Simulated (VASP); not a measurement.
A run of VASP 6.6.1 is set up as follows.

INCAR

```
SYSTEM = Ga
  ALGO = Normal
  EDIFF = 1E-6
  ENCUT = 520
  GGA = PS
  ISIF = 2
  ISMEAR = -1
  LASPH = .TRUE.
  LCHARG = .FALSE.
  LREAL = .FALSE.
  LWAVE = .FALSE.
  NBANDS = 20
  NELM = 60
  PREC = Accurate
  SIGMA = 0.05
```

Contents of KPOINTS:

```
k-points
0
G
  10 10 8
  0 0 0
```

The input POSCAR:

```
Ga
1.0
    1.3676095279     -3.9537307091      0.0000000000
    1.3676095279      3.9537307091      0.0000000000
    0.0000000000      0.0000000000      3.0937731201
Ga
2
Direct
    0.1344831533      0.8655168467      0.7500000000
    0.8655168467      0.1344831533      0.2500000000
```

Potentials or basis: VASP PAW PBE potentials, release 64 (Ga_d).

The run is started by

```bash
$ cat potpaw_PBE.64/Ga_d/POTCAR > POTCAR
$ mpirun -np 1 vasp_std > vasp.out
```

**Question.** Predict the band gap on the k mesh.

**Answer.** Zero (bands 13 and 14 overlap by 9.79 eV).

**Question.** What does it give for the pressure?

**Answer.** 4.9 GPa.

Caveat: the cell stands under pressure; the PAW data sets were made with another functional, which shifts forces and pressure a little.
